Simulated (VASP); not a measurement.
Crystal: SiF.

```
Si F
1.0
     3.02860    0.00000    0.00000
     0.00000    3.02860    0.00000
     0.00000    0.00000    3.02860
Si F
1 1
Direct
  0.50000 0.50000 0.50000
  0.00000 0.00000 0.00000
```

```yaml
Program: VASP 6.6.1
Task: relaxation of cell and atoms
Functional: PBEsol
Dispersion: D4
Potentials_or_basis: VASP PAW PBE potentials, release 64 (Si, F)
Cutoff: 600 eV
k_mesh: 9 × 9 × 9
Occupations: fermi-dirac, width 0.05 eV
Spin: no spin polarisation
```

At the start: pressure -4.1 GPa; volume 13.89 Å³/atom.

Task: How do energy, volume and symmetry change on relaxing?

Result: Over 4 steps the energy falls by 2.7 meV/atom and the volume is 13.05 Å³/atom (-6.0 %); space group Pm-3m (No. 221, to 0.05 Å).

The path:
| step | energy change (eV) | largest force (eV/Å) | pressure (GPa) | volume (Å³) |
| --- | --- | --- | --- | --- |
| 1 | 0.0000 | 0.0000 | -4.11 | 27.78 |
| 2 | -0.0050 | 0.0000 | -0.26 | 26.37 |
| 3 | -0.0051 | 0.0000 | -0.28 | 26.28 |
| 4 | -0.0054 | 0.0000 | -0.09 | 26.11 |

Final structure:
```
Si F
1.0
     2.96656    0.00000    0.00000
     0.00000    2.96656    0.00000
     0.00000    0.00000    2.96656
Si F
1 1
Direct
  0.50000 0.50000 0.50000
  0.00000 0.00000 0.00000
```

Caveat: the PAW data sets were made with another functional, which shifts forces and pressure a little; an odd number of electrons without spin polarisation forces a metal; a magnetic or distorted state may lie lower; pairwise dispersion overbinds metals, which lowers pressure and volume.
